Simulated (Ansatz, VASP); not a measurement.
## C: VASP beside Ansatz

File INCAR:

```
SYSTEM = C
PREC = Accurate ; ENCUT = 520
EDIFF = 1E-6 ; ISMEAR = 0
SIGMA = 0.15 ; LREAL = .FALSE.
LASPH = .TRUE. ; NELM = 60
ALGO = Normal ; ISIF = 2
LWAVE = .FALSE. ; LCHARG = .FALSE.
GGA = PS ; IVDW = 12
NBANDS = 11
```

KPOINTS

```
regular mesh
0
G
  21 21 12
  0 0 0
```

The input POSCAR:

```
C
1.0
    2.4987011397      0.0000000000      0.0000000000
   -1.2493505699      2.1639386634      0.0000000000
    0.0000000000      0.0000000000      3.5884245947
C
2
Direct
    0.3474284648      0.6948569296      0.0000000000
    0.6525715352      0.3051430704      0.0000000000
```

Input for Ansatz:

```yaml
crystal:
  lattice:
    - [2.4987011397, 0.0, 0.0]
    - [-1.2493505699, 2.1639386634, 0.0]
    - [0.0, 0.0, 3.5884245947]
  atoms:
    - { symbol: C, position: [0.3474284648, 0.6948569296, 0.0] }
    - { symbol: C, position: [0.6525715352, 0.3051430704, 0.0] }
basis:
  ecutwfc: 520.0
kpoints:
  mp_grid: { grid: [21, 21, 12] }
hamiltonian:
  xc: pbesol
  pseudopotentials: { kind: paw, azcp: { folder: soft_1 } }
  dispersion: d3bj
scf:
  occupations: { method: gaussian, width: 0.15 }
output:
  forces: true
  stress: true
  eigenvalues: true
```

Change from the starting cell: mode 6 frozen in at +0.060 Å, equal normal strain along x, y and z +0.0167.

Alike in both runs: task single point; functional PBEsol; dispersion D3(BJ); k mesh 21 × 21 × 12; occupations gaussian, width 0.15 eV; no spin polarisation.

```csv
,VASP,Ansatz
version,VASP 6.6.1,Ansatz 0.2.0
potentials or method,"VASP PAW PBE potentials, release 64 (C), cutoff 520 eV","scalar-relativistic, plane waves, PAW"
valence electrons in the cell,8,8
```

```tsv
	VASP	Ansatz	Ansatz less VASP
gap on the k mesh at the Fermi level (eV)	none	none	-
pressure (GPa)	-5.5	-6.1	-0.54
traceless stress, the component that is largest in VASP (GPa)	-13.69	-13.74	-0.044
rms of the force components (eV/Å)	3.922	3.904	-0.0180
```

VASP's potentials were made for PBE, not for PBEsol, and Ansatz warns of the same on its side. Atom by atom the forces differ by 0.018 eV/Å (rms over components). A gap of «none» marks a metal or a gap that the smearing closes.
